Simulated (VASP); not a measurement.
Co, 1 atom in the cell. It takes space group Fm-3m (No. 225, cubic). Conventional cell: a = 3.513 Å, b = 3.513 Å, c = 3.513 Å, α = 90.00°, β = 90.00°, γ = 90.00°. Co (site symmetry m-3m) has 12 Co at 2.48 Å within 3.3 Å. 

- Program: VASP 6.6.1
- Task: relaxation of cell and atoms
- Functional: PBEsol
- Potentials or basis: VASP PAW PBE potentials, release 64 (Co)
- Cutoff: 600 eV
- k mesh: 8 × 8 × 8
- Occupations: gaussian, width 0.1 eV
- Spin: collinear spin, ferromagnetic start
- Starting moments: [1.93] μB
- Dipole correction: no
- Further INCAR settings: ALGO = Normal; EDIFF = 1e-06; IBRION = 2; EDIFFG = -0.04; NSW = 90; ISIF = 3

Potentials or basis: VASP PAW PBE potentials, release 64 (Co).

The run is started by

```sh
$ cat potpaw_PBE.64/Co/POTCAR > POTCAR
$ mpirun -np 1 vasp_std > vasp.out
```

Hardware: 1 thread of AMD EPYC 9R45 96-Core Processor (Zen 5), with other jobs on the host.

How long does it take, and how much memory?

It took 12 s on 1 thread of AMD EPYC 9R45 96-Core Processor (Zen 5), with other jobs on the host, peak memory 0.11 GiB. Counts: scf iterations 31, k points 29, ion steps 3.
